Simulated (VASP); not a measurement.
# Mg (I4/mmm) in VASP: further runs

The runs below take Mg through single point, with PBE, PBE+D3(BJ).

All numbers are computed with VASP 6.6.1; they aren't measurements. Logs are shortened: lines on timing, memory, paths and dates and some standing lists are left out, and cuts for length are marked.

### 1 The cell of the first run

The structure is tetragonal, space group I4/mmm (No. 139). The conventional cell has a = 3.672 Å, b = 3.672 Å, c = 3.359 Å, α = 90.00°, β = 90.00°, γ = 90.00°. Mg (site symmetry 4/mmm) has 14 Mg at 3.09 to 3.67 Å within 4.1 Å.

### 2 Single point, PBE, collinear spin, zero start

INCAR

```
SYSTEM = Mg
PREC     = Accurate       ! precision mode
ENCUT    = 600            ! plane-wave cutoff, eV
EDIFF    = 1E-6           ! SCF threshold, eV
ISMEAR   = 0              ! smearing method
SIGMA    = 0.1            ! smearing width, eV
LREAL    = .FALSE.        ! projectors in reciprocal space
LASPH    = .TRUE.         ! aspherical terms in the spheres
NELM     = 200            ! most SCF steps
ALGO     = Normal         ! electronic algorithm
ISIF     = 2              ! what is computed and relaxed
LWAVE    = .FALSE.        ! write WAVECAR
LCHARG   = .FALSE.        ! write CHGCAR
ISPIN    = 2              ! spin polarisation
MAGMOM   = 0              ! initial moments
LORBIT   = 11             ! projections on sites
GGA      = PE             ! functional
NBANDS   = 11             ! bands
NELECT   = 2.5          
GGA_COMPAT= .FALSE.
```

KPOINTS

```
regular mesh
0
G
  4 4 4
  0 0 0
```

POSCAR

```
Mg
1.0
   -1.8359916300      1.8359916300      1.6794040200
    1.8359916300     -1.8359916300      1.6794040200
    1.8359916300      1.8359916300     -1.6794040200
Mg
1
Direct
    0.9340000000      0.9950000000      0.7750000000
```

Potentials or basis: VASP PAW PBE potentials, release 64 (Mg).

Run with:

```sh
$ cat potpaw_PBE.64/Mg/POTCAR > POTCAR
$ mpirun -np 1 vasp_std > vasp.out
```

OUTCAR:

```text
SYSTEM = Mg
   PREC = Accurate
   ENCUT = 600
   EDIFF = 1E-6
   ISMEAR = 0
   LREAL = .FALSE.
   LASPH = .TRUE.
   NELM = 200
   ISIF = 2
   ISPIN = 2
   LORBIT = 11
   GGA = PE
   NELECT = 2.5

 ion  position               nearest neighbor table
   1  0.934  0.995  0.775-

  LATTYP: Found a body centered tetragonal cell.
 ALAT       =     3.6719832600
 C/A-ratio  =     0.9147122419

  Lattice vectors:

 A1 = (  -1.8359916300,   1.8359916300,   1.6794040200)
 A2 = (   1.8359916300,  -1.8359916300,   1.6794040200)
 A3 = (   1.8359916300,   1.8359916300,  -1.6794040200)

Analysis of symmetry for initial positions (statically):
=====================================================================
 Subroutine PRICEL returns:
 Original cell was already a primitive cell.

 Routine SETGRP: Setting up the symmetry group for a
 body centered tetragonal supercell.

 Subroutine GETGRP returns: Found 16 space group operations
 (whereof  1 operations were pure point group operations)
 out of a pool of 16 trial point group operations.

The static configuration has the point symmetry C_1 .
 The point group associated with its full space group is D_4h.

Analysis of symmetry for dynamics (positions and initial velocities):
=====================================================================
 Subroutine PRICEL returns:
 Original cell was already a primitive cell.

 Routine SETGRP: Setting up the symmetry group for a
 body centered tetragonal supercell.

 Subroutine GETGRP returns: Found 16 space group operations
 (whereof  1 operations were pure point group operations)
 out of a pool of 16 trial point group operations.

The dynamic configuration has the point symmetry C_1 .
 The point group associated with its full space group is D_4h.

Analysis of structural, dynamic, and magnetic symmetry:
=====================================================================
 Subroutine PRICEL returns:
 Original cell was already a primitive cell.

 Routine SETGRP: Setting up the symmetry group for a
 body centered tetragonal supercell.

 Subroutine GETGRP returns: Found 16 space group operations
 (whereof  1 operations were pure point group operations)
 out of a pool of 16 trial point group operations.

The overall configuration has the point symmetry C_1 .
 The point group associated with its full space group is D_4h.

 Subroutine INISYM returns: Found 16 space group operations
 (whereof  1 operations are pure point group operations),
 and found     1 'primitive' translations

----------------------------------------------------------------------------------------

                                     Primitive cell

  volume of cell :      22.6442

  direct lattice vectors                    reciprocal lattice vectors
    -1.835991630  1.835991630  1.679404020     0.000000000  0.272332396  0.297724665
     1.835991630 -1.835991630  1.679404020     0.272332396  0.000000000  0.297724665
     1.835991630  1.835991630 -1.679404020     0.272332396  0.272332396  0.000000000

  length of vectors
     3.092269133  3.092269133  3.092269133     0.403490905  0.403490905  0.385136168

  position of ions in fractional coordinates (direct lattice)
     0.934000000  0.995000000  0.775000000

  ion indices of the primitive-cell ions
   primitive index   ion index
                 1           1

----------------------------------------------------------------------------------------

 KPOINTS: regular mesh

Automatic generation of k-mesh.
 Grid dimensions read from file:
 generate k-points for:    4    4    4

 Generating k-lattice:

  Cartesian coordinates                     Fractional coordinates (reciprocal lattice)
     0.000000000  0.068083099  0.074431166     0.250000000  0.000000000  0.000000000
     0.068083099  0.000000000  0.074431166     0.000000000  0.250000000  0.000000000
     0.068083099  0.068083099  0.000000000     0.000000000  0.000000000  0.250000000

  Length of vectors
     0.100872726  0.100872726  0.096284042

  Shift w.r.t. Gamma in fractional coordinates (k-lattice)
     0.000000000  0.000000000  0.000000000

 Subroutine IBZKPT returns following result:
 ===========================================

 Found     13 irreducible k-points:

 Following reciprocal coordinates:
            Coordinates               Weight
  0.000000  0.000000  0.000000      1.000000
  0.250000 -0.000000  0.000000      8.000000
  0.500000 -0.000000  0.000000      4.000000
  0.250000  0.250000  0.000000      8.000000
  0.500000  0.250000  0.000000     16.000000
 -0.250000  0.250000  0.000000      4.000000
  0.500000  0.500000  0.000000      2.000000
  0.250000  0.250000  0.250000      2.000000
 -0.250000  0.250000  0.250000      4.000000
  0.500000  0.500000  0.250000      4.000000
 -0.250000  0.500000  0.250000      8.000000
 -0.250000 -0.250000  0.250000      2.000000
  0.500000  0.500000  0.500000      1.000000
   k-points           NKPTS =     13   k-points in BZ     NKDIM =     13   number of bands    NBANDS=     11
   number of dos      NEDOS =    301   number of ions     NIONS =      1
   total plane-waves  NPLWV =  21952
   dimension x,y,z NGX =    28 NGY =   28 NGZ =   28
   dimension x,y,z NGXF=    56 NGYF=   56 NGZF=   56
   ions per type =               1
   NGX,Y,Z   is equivalent  to a cutoff of  15.05, 15.05, 15.05 a.u.
   NGXF,Y,Z  is equivalent  to a cutoff of  30.11, 30.11, 30.11 a.u.
 SYSTEM =  Mg
   PREC   = accura    normal or accurate (medium, high low for compatibility)
   ISTART =      0    job   : 0-new  1-cont  2-samecut
   ICHARG =      2    charge: 1-file 2-atom 10-const
   ISPIN  =      2    spin polarized calculation?
   LNONCOLLINEAR =      F non collinear calculations
   LSORBIT =      F    spin-orbit coupling
   LASPH  =      T    aspherical Exc in radial PAW
   ENCUT  =  600.0 eV  44.10 Ry    6.64 a.u.   6.18  6.18  6.18*2*pi/ulx,y,z
   NELM   =    200;   NELMIN=  2; NELMDL= -5     # of ELM steps
   EDIFF  = 0.1E-05   stopping-criterion for ELM
   LREAL  =      F    real-space projection
   EDIFFG = 0.1E-04   stopping-criterion for IOM
   NSW    =      0    number of steps for IOM
   IBRION =     -1    ionic relax: 0-MD 1-quasi-New 2-CG
   NFREE  =      0    steps in history (QN), initial steepest desc. (CG)
   ISIF   =      2    stress and relaxation
   ISYM   =      2    0-nonsym 1-usesym 2-fastsym
   POTIM  = 0.5000    time-step for ionic-motion
   TEBEG  =    0.0;   TEEND  =   0.0 temperature during run
   PSTRESS=    0.0 pullay stress
   NELECT =       2.5000    total number of electrons
   NUPDOWN=      -1.0000    fix difference up-down
   EMIN   =  10.00;   EMAX   =-10.00  energy-range for DOS
   EFERMI =   0.00;   METHOD = LEGACY
   ISMEAR =     0;   SIGMA  =   0.10  broadening in eV -4-tet -1-fermi 0-gaus
   EFERMI_NEDOS =   21; number of points for ismear=-14 and -15
   IALGO  =     38    algorithm
   IMIX   =      4    mixing-type and parameters
     AMIX     =   0.40;   BMIX     =  1.00
     AMIX_MAG =   1.60;   BMIX_MAG =  1.00
  volume/ion in A,a.u.               =      22.64       152.81
  Fermi-wavevector in a.u.,A,eV,Ry     =   0.785361  1.484117  8.391962  0.616792
  Thomas-Fermi vector in A             =   1.889681
   LORBIT       =     11    0 simple, 1 ext, 2 COOP (PROOUT), +10 PAW based schemes
   GGA     = PE    functional components
   LHFCALC =     F    Hartree Fock is set to
   AEXX    =    0.0000 exact exchange contribution
   IVDW    =     0    specifies the selected vdW correction
   LEPSILON=     F    determine dielectric tensor
   LRPA    =     F    only Hartree local field effects (RPA)
 spin polarized calculation
 Gauss-broadening in eV      SIGMA  =   0.10
  energy-cutoff  :      600.00
  volume of cell :       22.64
 maximum number of plane-waves:       774
 NGX is ok and might be reduce to    28
   NGX = 13   NGY = 13   NGZ = 13

 number of electron       2.5000000 magnetization       0.0000009

 number of electron       2.5000000 magnetization      -0.0000005

 Free energy of the ion-electron system (eV)
  ---------------------------------------------------
  ext. energy  EPLUGINS =         0.00000000
  ---------------------------------------------------
  free energy    TOTEN  =         0.00440267 eV

  energy without entropy =        0.00838087  energy(sigma->0) =        0.00639177

 E-fermi :   3.3739     XC(G=0):  -9.0169

 val. band max:        3.3297976744   @ k =   0.2500   0.2500   0.2500
 cond. band min:       3.5318422706   @ k =   0.2500   0.2500   0.2500
 fundamental gap:      0.2020445962
 Fermi energy:         3.3739108894

 spin component 1

 k-point     1 :       0.0000    0.0000    0.0000
  band No.  band energies     occupation
      1      -4.7676      1.00000
      2      14.1892      0.00000
      3      16.0486      0.00000
      4      16.0486      0.00000
      5      16.3952      0.00000
      6      16.6348      0.00000
      7      16.6348      0.00000
      8      18.3422      0.00000
      9      18.4595      0.00000
     10      18.9581      0.00000
     11      18.9581      0.00000
[... 155 lines left out ...]
 k-point    13 :       0.5000    0.5000    0.5000
  band No.  band energies     occupation
      1       5.4636      0.00000
      2       5.4636      0.00000
      3       5.8004      0.00000
      4       6.4119      0.00000
      5       7.6285      0.00000
      6      10.2878      0.00000
      7      25.5386      0.00000
      8      25.5386      0.00000
      9      25.9281      0.00000
     10      28.6309      0.00000
     11      30.4104      0.00000
 Fermi energy:         3.3739108894

 spin component 2

 k-point     1 :       0.0000    0.0000    0.0000
  band No.  band energies     occupation
      1      -4.7676      1.00000
      2      14.1892      0.00000
      3      16.0486      0.00000
      4      16.0486      0.00000
      5      16.3952      0.00000
      6      16.6348      0.00000
      7      16.6348      0.00000
      8      18.3422      0.00000
      9      18.4595      0.00000
     10      18.9581      0.00000
     11      18.9581      0.00000
[... 155 lines left out ...]
 k-point    13 :       0.5000    0.5000    0.5000
  band No.  band energies     occupation
      1       5.4636      0.00000
      2       5.4636      0.00000
      3       5.8004      0.00000
      4       6.4119      0.00000
      5       7.6285      0.00000
      6      10.2878      0.00000
      7      25.5386      0.00000
      8      25.5386      0.00000
      9      25.9282      0.00000
     10      28.6309      0.00000
     11      30.4104      0.00000

------------------------ aborting loop because EDIFF is reached ----------------------------------------

  FORCE on cell =-STRESS in cart. coord.  units (eV):
  Direction    XX          YY          ZZ          XY          YZ          ZX
  --------------------------------------------------------------------------------------
  -------------------------------------------------------------------------------------
  Total        2.5452775      2.5452775      3.6267493      0.0000000      0.0000000      0.0000000
  in kB      180.0898140    180.0898140    256.6087987      0.0000000      0.0000000      0.0000000
  external PRESSURE =     205.5961422 kB  Pullay stress =       0.0000000 kB

 VOLUME and BASIS-vectors are now :
 -----------------------------------------------------------------------------
  energy-cutoff  :      600.00
  volume of cell :       22.64
      direct lattice vectors                 reciprocal lattice vectors
    -1.835991630  1.835991630  1.679404020     0.000000000  0.272332396  0.297724665
     1.835991630 -1.835991630  1.679404020     0.272332396  0.000000000  0.297724665
     1.835991630  1.835991630 -1.679404020     0.272332396  0.272332396  0.000000000

 POSITION                                       TOTAL-FORCE (eV/Angst)
 -----------------------------------------------------------------------------------
      1.53489      1.31090      1.93803        -0.000000      0.000000      0.000000
 -----------------------------------------------------------------------------------
    total drift:                               -0.000000     -0.000000     -0.000000

  FREE ENERGIE OF THE ION-ELECTRON SYSTEM (eV)
  ---------------------------------------------------
  free  energy   TOTEN  =         0.0044026667 eV

  energy  without entropy=        0.0083808678  energy(sigma->0) =        0.00639177

 total charge

# of ion       s       p       d       tot
------------------------------------------
    1        0.257   0.162   0.022   0.441

 magnetization (x)

# of ion       s       p       d       tot
------------------------------------------
    1        0.000   0.000  -0.000   0.000
```

Run time: 4.9 s. Hardware: 1 thread of AMD EPYC 9R45 (Zen 5), shared host; peak memory 0.14 GiB.

Results:

```
Free energy                                           : 0.0044 eV
Net moment                                            : 0.00 μB per cell
Valence electrons inside the program's atomic spheres : Mg 0.44
```

Caveat: the k points lie up to 0.63 Å⁻¹ apart; the cell carries a net charge on a neutralising background, which shifts energy and pressure; the cell is charged against a uniform background, so pressure and absolute levels hang on convention.

### 3 Single point, PBE+D3(BJ)

INCAR

```
SYSTEM = Mg
PREC = Accurate ; ENCUT = 600
EDIFF = 1E-6 ; ISMEAR = 0
SIGMA = 0.1 ; LREAL = .FALSE.
LASPH = .TRUE. ; NELM = 120
ALGO = Normal ; ISIF = 2
LWAVE = .FALSE. ; LCHARG = .FALSE.
GGA = PE ; IVDW = 12
NBANDS = 7 ; GGA_COMPAT = .FALSE.
```

KPOINTS

```
Automatic mesh
0
G
  6 6 6
  0 0 0
```

POSCAR, as its differences from that of step 2:

```diff
@@ -8,2 +8,2 @@
 Direct
-    0.9340000000      0.9950000000      0.7750000000
+    0.0000000000      0.0000000000      0.0000000000
```

Potentials or basis: VASP PAW PBE potentials, release 64 (Mg).

Run with:

```sh
$ cat potpaw_PBE.64/Mg/POTCAR > POTCAR
$ mpirun -np 1 vasp_std > vasp.out
```

Wall time 3.4 s (1 thread of AMD EPYC 9R45 (Zen 5), shared host); peak memory 0.13 GiB.

The run converged. Its results:

- Free energy: -1.7515 eV
- Pressure: -1.5 GPa
- Band gap on the k mesh: zero (bands 1 and 2 overlap by 4.55 eV)
- Dispersion energy per atom: -0.288 eV

Stress tensor (GPa, compression positive):
```
-2.87  0.00  0.00
 0.00 -2.87  0.00
 0.00  0.00  1.24
```

Levels at points of the mesh, in eV from the Fermi level:
| k point | band 1 | band 2 | band 3 | band 4 | band 5 |
| --- | --- | --- | --- | --- | --- |
| (0.00, 0.00, 0.00) | -7.14 | 11.82 | 13.68 | 13.68 | 14.01 |
| (0.50, 0.00, 0.00) | -1.49 | -0.81 | 8.06 | 8.86 | 9.62 |
| (0.50, 0.50, 0.00) | -1.90 | -1.46 | 9.68 | 10.40 | 11.37 |
| (0.50, 0.50, 0.50) | 3.08 | 3.08 | 3.45 | 4.02 | 5.25 |

Caveat: the k points lie up to 0.42 Å⁻¹ apart, too coarse for converged energies and pressures of a metal.

### 4 Single point, PBE

INCAR

```
PREC = Accurate ; ENCUT = 600
EDIFF = 1E-6 ; ISMEAR = 0
SIGMA = 0.1 ; LREAL = False
LASPH = True ; NELM = 120
ALGO = Normal ; ISIF = 2
LWAVE = False ; LCHARG = True
GGA = PE ; LELF = True
LVHAR = True ; NBANDS = 7
GGA_COMPAT = False
```

KPOINTS

```
regular mesh
0
Gamma
  6 6 6
```

POSCAR, as its differences from that of step 3:

```diff
@@ -8,2 +8,2 @@
 Direct
-    0.0000000000      0.0000000000      0.0000000000
+    0.0544664792      0.0000000000      0.0544664792
```

Run with:

```sh
$ cat potpaw_PBE.64/Mg/POTCAR > POTCAR
$ mpirun -np 1 vasp_std > vasp.out
```

It took 3.8 s on 1 thread of AMD EPYC 9R45 (Zen 5), shared host; peak memory 0.12 GiB.

The run converged. Its results:

| Quantity | Value |
| --- | --- |
| Free energy | -1.4639 eV |
| Pressure | 0.5 GPa |
| Band gap on the k mesh | zero (bands 1 and 2 overlap by 4.55 eV) |

Stress tensor (GPa, compression positive):
```
-0.86  0.00  0.00
 0.00 -0.86  0.00
 0.00  0.00  3.26
```

Levels at points of the mesh, in eV from the Fermi level:
```
           k point  band 1  band 2  band 3  band 4  band 5
(0.00, 0.00, 0.00)   -7.14   11.82   13.68   13.68   14.01
(0.50, 0.00, 0.00)   -1.49   -0.81    8.06    8.86    9.62
(0.50, 0.50, 0.00)   -1.90   -1.46    9.68   10.40   11.37
(0.50, 0.50, 0.50)    3.08    3.08    3.45    4.02    5.25
```

Caveat: the k points lie up to 0.42 Å⁻¹ apart, too coarse for converged energies and pressures of a metal.
